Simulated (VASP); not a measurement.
# Si6Cl in VASP: further runs

Runs on Si6Cl. Level: PBE. Tasks: single point.

All numbers are computed with VASP 6.6.1; they aren't measurements. Logs are shortened: lines on timing, memory, paths and dates and some standing lists are left out, and cuts for length are marked.

**1. The cell of the first run**

The cell holds a slab with vacuum, 14 atoms: a = 7.735 Å, b = 5.470 Å, c = 21.724 Å, α = 90.00°, β = 90.00°, γ = 90.00°.

**2. Single point, PBE**

INCAR

```
PREC = Accurate ; ENCUT = 520
EDIFF = 1E-6 ; ISMEAR = 0
SIGMA = 0.05 ; LREAL = False
LASPH = True ; NELM = 80
ALGO = Normal ; ISIF = 2
LWAVE = False ; LCHARG = False
LDIPOL = True ; IDIPOL = 3
DIPOL = 0.5 0.5 0.302 ; GGA = PE
NBANDS = 44
```

KPOINTS

```
regular mesh
0
Gamma
  4 5 1
```

POSCAR

```
Si6Cl
1.0
    7.7350714036      0.0000000000      0.0000000000
    0.0000000000      5.4695214425      0.0000000000
    0.0000000000      0.0000000000     21.7238418972
Si Cl
12 2
Direct
    0.2500000000      0.0000000000      0.1841294933
    0.7500000000      0.0000000000      0.1841294933
    0.0000000000      0.2500000000      0.1841294933
    0.5000000000      0.2500000000      0.1841294933
    0.0000000000      0.5024402289      0.2710384085
    0.5000000000      0.5024402289      0.2710384085
    0.2500000000      0.7475597711      0.2710384085
    0.7500000000      0.7475597711      0.2710384085
    0.2500000000      0.0098635104      0.3555467736
    0.7500000000      0.0098635104      0.3555467736
    0.0000000000      0.2401364896      0.3555467736
    0.5000000000      0.2401364896      0.3555467736
    0.0000000000      0.8361737260      0.4936438936
    0.0000000000      1.1835532948      0.4936438936
```

Potentials or basis: VASP PAW PBE potentials, release 64 (Si, Cl).

Launch:

```bash
$ cat potpaw_PBE.64/Si/POTCAR potpaw_PBE.64/Cl/POTCAR > POTCAR
$ mpirun -np 1 vasp_std > vasp.out
```

OUTCAR:

```text
PREC = Accurate
   ENCUT = 520
   EDIFF = 1E-6
   ISMEAR = 0
   LREAL = False
   LASPH = True
   NELM = 80
   ISIF = 2
   GGA = PE

 ion  position               nearest neighbor table
   1  0.250  0.000  0.184-   7 2.34   4 2.37   3 2.37
   2  0.750  0.000  0.184-   8 2.34   4 2.37   3 2.37
   3  0.000  0.250  0.184-   5 2.34   2 2.37   1 2.37
   4  0.500  0.250  0.184-   6 2.34   2 2.37   1 2.37
   5  0.000  0.502  0.271-  11 2.33   3 2.34   8 2.35   7 2.35
   6  0.500  0.502  0.271-  12 2.33   4 2.34   8 2.35   7 2.35
   7  0.250  0.748  0.271-   9 2.33   1 2.34   6 2.35   5 2.35
   8  0.750  0.748  0.271-  10 2.33   2 2.34   6 2.35   5 2.35
   9  0.250  0.010  0.356-  11 2.31  12 2.31   7 2.33
  10  0.750  0.010  0.356-  11 2.31  12 2.31   8 2.33
  11  0.000  0.240  0.356-   9 2.31  10 2.31   5 2.33
  12  0.500  0.240  0.356-   9 2.31  10 2.31   6 2.33
  13  0.000  0.836  0.494-  14 1.90
  14  0.000  0.184  0.494-  13 1.90

  LATTYP: Found a simple orthorhombic cell.
 ALAT       =     5.4695214425
 B/A-ratio  =     1.4142135624
 C/A-ratio  =     3.9717993842

  Lattice vectors:

 A1 = (   0.0000000000,  -5.4695214425,   0.0000000000)
 A2 = (   7.7350714036,   0.0000000000,   0.0000000000)
 A3 = (   0.0000000000,   0.0000000000,  21.7238418972)

Analysis of symmetry for initial positions (statically):
=====================================================================
 Subroutine PRICEL returns:
 Original cell was already a primitive cell.

 Routine SETGRP: Setting up the symmetry group for a
 simple orthorhombic supercell.

 Subroutine GETGRP returns: Found  2 space group operations
 (whereof  2 operations were pure point group operations)
 out of a pool of  8 trial point group operations.

The static configuration has the point symmetry C_1h.

Analysis of symmetry for dynamics (positions and initial velocities):
=====================================================================
 Subroutine PRICEL returns:
 Original cell was already a primitive cell.

 Routine SETGRP: Setting up the symmetry group for a
 simple orthorhombic supercell.

 Subroutine GETGRP returns: Found  2 space group operations
 (whereof  2 operations were pure point group operations)
 out of a pool of  8 trial point group operations.

The dynamic configuration has the point symmetry C_1h.

 Subroutine INISYM returns: Found  2 space group operations
 (whereof  2 operations are pure point group operations),
 and found     1 'primitive' translations

----------------------------------------------------------------------------------------

                                     Primitive cell

  volume of cell :     919.0736

  direct lattice vectors                    reciprocal lattice vectors
     7.735071404  0.000000000  0.000000000     0.129281289  0.000000000  0.000000000
     0.000000000  5.469521442  0.000000000     0.000000000  0.182831352  0.000000000
     0.000000000  0.000000000 21.723841897     0.000000000  0.000000000  0.046032373

  length of vectors
     7.735071404  5.469521442 21.723841897     0.129281289  0.182831352  0.046032373

  position of ions in fractional coordinates (direct lattice)
     0.250000000  0.000000000  0.184129493
     0.750000000  0.000000000  0.184129493
     0.000000000  0.250000000  0.184129493
     0.500000000  0.250000000  0.184129493
     0.000000000  0.502440229  0.271038408
     0.500000000  0.502440229  0.271038408
     0.250000000  0.747559771  0.271038408
     0.750000000  0.747559771  0.271038408
     0.250000000  0.009863510  0.355546774
     0.750000000  0.009863510  0.355546774
     0.000000000  0.240136490  0.355546774
     0.500000000  0.240136490  0.355546774
     0.000000000  0.836173726  0.493643894
     0.000000000  0.183553295  0.493643894

  ion indices of the primitive-cell ions
   primitive index   ion index
                 1           1
                 2           2
                 3           3
                 4           4
                 5           5
[... 23 lines left out ...]
     0.000000000  0.000000000  0.046032373     0.000000000  0.000000000  1.000000000

  Length of vectors
     0.032320322  0.036566270  0.046032373

  Shift w.r.t. Gamma in fractional coordinates (k-lattice)
     0.000000000  0.000000000  0.000000000

 Subroutine IBZKPT returns following result:
 ===========================================

 Found      9 irreducible k-points:

 Following reciprocal coordinates:
            Coordinates               Weight
  0.000000  0.000000  0.000000      1.000000
  0.250000  0.000000  0.000000      2.000000
  0.500000  0.000000  0.000000      1.000000
  0.000000  0.200000  0.000000      2.000000
  0.250000  0.200000  0.000000      4.000000
  0.500000  0.200000  0.000000      2.000000
  0.000000  0.400000  0.000000      2.000000
  0.250000  0.400000  0.000000      4.000000
  0.500000  0.400000  0.000000      2.000000
   k-points           NKPTS =      9   k-points in BZ     NKDIM =      9   number of bands    NBANDS=     44
   number of dos      NEDOS =    301   number of ions     NIONS =     14
   total plane-waves  NPLWV = 408240
   dimension x,y,z NGX =    60 NGY =   42 NGZ =  162
   dimension x,y,z NGXF=   120 NGYF=   84 NGZF=  324
   ions per type =              12   2
   NGX,Y,Z   is equivalent  to a cutoff of  12.90, 12.77, 12.40 a.u.
   NGXF,Y,Z  is equivalent  to a cutoff of  25.79, 25.53, 24.79 a.u.
 SYSTEM =  unknown system
   PREC   = accura    normal or accurate (medium, high low for compatibility)
   ISTART =      0    job   : 0-new  1-cont  2-samecut
   ICHARG =      2    charge: 1-file 2-atom 10-const
   ISPIN  =      1    spin polarized calculation?
   LNONCOLLINEAR =      F non collinear calculations
   LSORBIT =      F    spin-orbit coupling
   LASPH  =      T    aspherical Exc in radial PAW
   ENCUT  =  520.0 eV  38.22 Ry    6.18 a.u.  14.38 10.17 40.39*2*pi/ulx,y,z
   NELM   =     80;   NELMIN=  2; NELMDL= -5     # of ELM steps
   EDIFF  = 0.1E-05   stopping-criterion for ELM
   LREAL  =      F    real-space projection
   EDIFFG = 0.1E-04   stopping-criterion for IOM
   NSW    =      0    number of steps for IOM
   IBRION =     -1    ionic relax: 0-MD 1-quasi-New 2-CG
   NFREE  =      0    steps in history (QN), initial steepest desc. (CG)
   ISIF   =      2    stress and relaxation
   ISYM   =      2    0-nonsym 1-usesym 2-fastsym
   POTIM  = 0.5000    time-step for ionic-motion
   TEBEG  =    0.0;   TEEND  =   0.0 temperature during run
   PSTRESS=    0.0 pullay stress
   NELECT =      62.0000    total number of electrons
   NUPDOWN=      -1.0000    fix difference up-down
   EMIN   =  10.00;   EMAX   =-10.00  energy-range for DOS
   EFERMI =   0.00;   METHOD = LEGACY
   ISMEAR =     0;   SIGMA  =   0.05  broadening in eV -4-tet -1-fermi 0-gaus
   EFERMI_NEDOS =   21; number of points for ismear=-14 and -15
   IALGO  =     38    algorithm
   IMIX   =      4    mixing-type and parameters
     AMIX     =   0.40;   BMIX     =  1.00
     AMIX_MAG =   1.60;   BMIX_MAG =  1.00
  volume/ion in A,a.u.               =      65.65       443.02
  Fermi-wavevector in a.u.,A,eV,Ry     =   0.666431  1.259372  6.042762  0.444130
  Thomas-Fermi vector in A             =   1.740731
   LORBIT       =      0    0 simple, 1 ext, 2 COOP (PROOUT), +10 PAW based schemes
   GGA     = PE    functional components
   LHFCALC =     F    Hartree Fock is set to
   AEXX    =    0.0000 exact exchange contribution
   IVDW    =     0    specifies the selected vdW correction
   LEPSILON=     F    determine dielectric tensor
   LRPA    =     F    only Hartree local field effects (RPA)
 non-spin polarized calculation
 Gauss-broadening in eV      SIGMA  =   0.05
  energy-cutoff  :      520.00
  volume of cell :      919.07
 maximum number of plane-waves:     24773
 NGX is ok and might be reduce to    60
   NGX = 29   NGY = 21   NGZ = 81

 dipolmoment           0.000000      0.000000      0.321363 electrons x Angstroem

 number of electron      61.9999996 magnetization

 dipolmoment           0.000000      0.000000     -0.067398 electrons x Angstroem

 Free energy of the ion-electron system (eV)
  ---------------------------------------------------
  ext. energy  EPLUGINS =         0.00000000
  ---------------------------------------------------
  free energy    TOTEN  =       -60.19102608 eV

  energy without entropy =      -60.17996166  energy(sigma->0) =      -60.18549387

 E-fermi :  -1.5051     XC(G=0):  -3.7486

 val. band max:       -1.5161851425   @ k =   0.2500   0.0000   0.0000
 cond. band min:      -1.5011103367   @ k =   0.5000   0.4000   0.0000
 fundamental gap:      0.0150748058
 Fermi energy:        -1.5051473866

 k-point     1 :       0.0000    0.0000    0.0000
  band No.  band energies     occupation
      1     -21.5176      2.00000
      2     -16.2392      2.00000
      3     -12.7956      2.00000
      4     -11.0608      2.00000
      5     -10.7653      2.00000
      6     -10.7566      2.00000
[... 403 lines left out ...]
     42       1.9578      0.00000
     43       2.7757      0.00000
 [bands above 43 left out]

------------------------ aborting loop because EDIFF is reached ----------------------------------------

 vacuum level on the upper side and lower side of the slab       (xc-potential included)        -0.271        -0.003

  FORCE on cell =-STRESS in cart. coord.  units (eV):
  Direction    XX          YY          ZZ          XY          YZ          ZX
  --------------------------------------------------------------------------------------
  -------------------------------------------------------------------------------------
  Total       -0.1077213      6.4954633      0.7901212      0.0000000     -0.4173623      0.0000000
  in kB       -0.1877855     11.3232326      1.3773807      0.0000000     -0.7275679      0.0000000
  external PRESSURE =       4.1709426 kB  Pullay stress =       0.0000000 kB

 VOLUME and BASIS-vectors are now :
 -----------------------------------------------------------------------------
  energy-cutoff  :      520.00
  volume of cell :      919.07
      direct lattice vectors                 reciprocal lattice vectors
     7.735071404  0.000000000  0.000000000     0.129281289  0.000000000  0.000000000
     0.000000000  5.469521442  0.000000000     0.000000000  0.182831352  0.000000000
     0.000000000  0.000000000 21.723841897     0.000000000  0.000000000  0.046032373

 POSITION                                       TOTAL-FORCE (eV/Angst)
 -----------------------------------------------------------------------------------
      1.93377      0.00000      4.00000         0.064495      0.608006      0.047274
      5.80130      0.00000      4.00000        -0.064495      0.608006      0.047274
      0.00000      1.36738      4.00000         0.000000     -0.548416      0.052680
      3.86754      1.36738      4.00000         0.000000     -0.632697     -0.029899
      0.00000      2.74811      5.88800         0.000000      0.100609     -0.038733
      3.86754      2.74811      5.88800         0.000000      0.066486      0.000952
      1.93377      4.08879      5.88800         0.012681     -0.055037      0.015799
      5.80130      4.08879      5.88800        -0.012681     -0.055037      0.015799
      1.93377      0.05395      7.72384         0.147757     -0.074297     -0.129826
      5.80130      0.05395      7.72384        -0.147757     -0.074297     -0.129826
      0.00000      1.31343      7.72384         0.000000      0.093412     -0.279334
      3.86754      1.31343      7.72384         0.000000      0.023936      0.006720
      0.00000      4.57347     10.72384         0.000000     -2.613163      0.142220
      0.00000      1.00395     10.72384         0.000000      2.552489      0.278900
 -----------------------------------------------------------------------------------
    total drift:                               -0.000000      0.000156      0.000447

  FREE ENERGIE OF THE ION-ELECTRON SYSTEM (eV)
  ---------------------------------------------------
  free  energy   TOTEN  =       -60.1910260772 eV

  energy  without entropy=      -60.1799616591  energy(sigma->0) =      -60.18549387

 vacuum level on the upper side and lower side of the slab         2.879         3.154
```

It took 29 min on 1 thread of Intel Xeon 8259CL, shared host; peak memory 0.96 GiB.

Results:

* Free energy: -60.1910 eV
* Largest force: 2.617 eV/Å
* Band gap on the k mesh: zero (bands 31 and 32 overlap by 0.25 eV)

Forces in eV/Å, atoms in the order of the input:
```
Si   0.064  0.608  0.047
Si  -0.064  0.608  0.047
Si   0.000 -0.548  0.053
Si   0.000 -0.633 -0.030
Si   0.000  0.101 -0.039
Si   0.000  0.066  0.001
Si   0.013 -0.055  0.016
Si  -0.013 -0.055  0.016
Si   0.148 -0.074 -0.130
Si  -0.148 -0.074 -0.130
Si   0.000  0.093 -0.279
Si   0.000  0.024  0.007
Cl   0.000 -2.613  0.142
Cl   0.000  2.552  0.279
```

(Continued in part 2 of 2.)
